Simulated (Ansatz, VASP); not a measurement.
# Be: VASP beside Ansatz

File INCAR:

```
  PREC = Accurate
  ENCUT = 520
  EDIFF = 1E-7
  ISMEAR = -1
  SIGMA = 0.03
  LREAL = F
  LASPH = T
  NELM = 80
  ALGO = Normal
  ISIF = 2
  LWAVE = F
  LCHARG = F
  GGA = PS
  NBANDS = 7
```

The input KPOINTS:

```
regular mesh
0
Gamma
  23 23 23
```

File POSCAR:

```
Be
1.0
   -1.2531209513      1.2531209513      1.2656521608
    1.2531209513     -1.2531209513      1.2656521608
    1.2531209513      1.2531209513     -1.2656521608
Be
1
Direct
    0.0000000000      0.0000000000      0.0000000000
```

Input for Ansatz:

```yaml
crystal:
  lattice:
    - [-1.2531209513, 1.2531209513, 1.2656521608]
    - [1.2531209513, -1.2531209513, 1.2656521608]
    - [1.2531209513, 1.2531209513, -1.2656521608]
  atoms:
    - { symbol: Be, position: [0.0, 0.0, 0.0] }
kpoints:
  mp_grid: { grid: [23, 23, 23] }
  band_path:
    path:
      - [0.0, 0.0, 0.0]
      - [0.0, 0.0, 0.5]
      - [0.25, 0.25, 0.25]
      - [0.0, 0.5, 0.0]
      - [0.0, 0.0, 0.0]
      - [0.5, 0.5, -0.5]
      - [0.4950740124, 0.5049259876, -0.4950740124]
      - [-0.4950740124, 0.4950740124, 0.4950740124]
      - [0.0, 0.0, 0.0]
    npoints: 5
scf:
  occupations: { method: fermi_dirac, width: 0.03 }
hamiltonian:
  xc: pbesol
  pseudopotentials: { kind: all_electron, lapw: { basis_error: 0.00025 } }
output:
  forces: true
  stress: true
  eigenvalues: true
```

Change from the starting cell: zz strain of +1 %.

Alike in both runs: task single point; functional PBEsol; k mesh 23 × 23 × 23; occupations fermi-dirac, width 0.03 eV; no spin polarisation.

|  | VASP | Ansatz |
| --- | --- | --- |
| version | VASP 6.6.1 | Ansatz 0.2.0 |
| potentials or method | VASP PAW PBE potentials, release 64 (Be), cutoff 520 eV | all-electron LAPW, scalar-relativistic |

|  | VASP | Ansatz | Ansatz less VASP |
| --- | --- | --- | --- |
| pressure (GPa) | -2.8 | -3.2 | -0.44 |
| traceless stress, the component that is largest in VASP (GPa) | 1.10 | 1.10 | +0.002 |

VASP's potentials were made for PBE, not for PBEsol. Ansatz ran all-electron here, and VASP with PAW potentials.
